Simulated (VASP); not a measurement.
Write the native input for VASP 6.6.1 that does the following.

* Task: single point
* Functional: r2SCAN
* Potentials or basis: VASP PAW PBE potentials, release 64 (Pb_d)
* Cutoff: 520 eV
* k mesh: 11 × 11 × 11
* Occupations: fermi-dirac, width 0.05 eV
* Spin: no spin polarisation
* Dipole correction: no
* Further INCAR settings: ALGO = Normal; EDIFF = 1e-07; NBANDS = 13

Crystal: Pb.

```
Pb
1.0
     0.00000    2.46796    2.46796
     2.46796    0.00000    2.46796
     2.46796    2.46796    0.00000
Pb
1
Direct
  0.00000 0.00000 0.00000
```

The input as run:

POSCAR

```
Pb
1.0
    0.0000000000      2.4679610000      2.4679610000
    2.4679610000      0.0000000000      2.4679610000
    2.4679610000      2.4679610000      0.0000000000
Pb
1
Direct
    0.0000000000      0.0000000000      0.0000000000
```

INCAR.step1

```
SYSTEM = Pb
ALGO     = Normal         ! electronic algorithm
EDIFF    = 1E-4           ! SCF threshold, eV
ENCUT    = 520            ! plane-wave cutoff, eV
GGA      = PE             ! functional
ISMEAR   = -1             ! smearing method
LASPH    = .TRUE.         ! aspherical terms in the spheres
LCHARG   = .FALSE.        ! write CHGCAR
LREAL    = .FALSE.        ! projectors in reciprocal space
LWAVE    = .TRUE.         ! write WAVECAR
NBANDS   = 13             ! bands
NELM     = 60             ! most SCF steps
PREC     = Accurate       ! precision mode
SIGMA    = 0.05           ! smearing width, eV
```

INCAR.step2

```
SYSTEM = Pb
ALGO     = Normal         ! electronic algorithm
EDIFF    = 1E-7           ! SCF threshold, eV
ENCUT    = 520            ! plane-wave cutoff, eV
ISIF     = 2              ! what is computed and relaxed
ISMEAR   = -1             ! smearing method
ISTART   = 1            
LASPH    = .TRUE.         ! aspherical terms in the spheres
LCHARG   = .FALSE.        ! write CHGCAR
LMIXTAU  = .TRUE.       
LREAL    = .FALSE.        ! projectors in reciprocal space
LWAVE    = .FALSE.        ! write WAVECAR
METAGGA  = R2SCAN         ! meta-GGA
NBANDS   = 13             ! bands
NELM     = 60             ! most SCF steps
PREC     = Accurate       ! precision mode
SIGMA    = 0.05           ! smearing width, eV
```

KPOINTS

```
k-points
0
G
  11 11 11
  0 0 0
```

Potentials or basis: VASP PAW PBE potentials, release 64 (Pb_d).

The run is started by

```console
$ cat potpaw_PBE.64/Pb_d/POTCAR > POTCAR
$ cp INCAR.step1 INCAR
$ mpirun -np 1 vasp_std > vasp.out
$ cp INCAR.step2 INCAR
$ mpirun -np 1 vasp_std > vasp.out
```

It gave:

The pressure is 1.5 GPa and the band gap on the k mesh is zero (band 7 reaches 15.13 eV, above the bottom of band 8 at 5.82 eV).

Caveat: the PAW data sets were made with another functional, which shifts forces and pressure a little; spin-orbit coupling is left out, which moves the levels of the heavy elements.

It took 68 s on 1 thread of Intel(R) Xeon(R) Platinum 8488C (Sapphire Rapids) (shared host), peak memory 0.17 GiB.
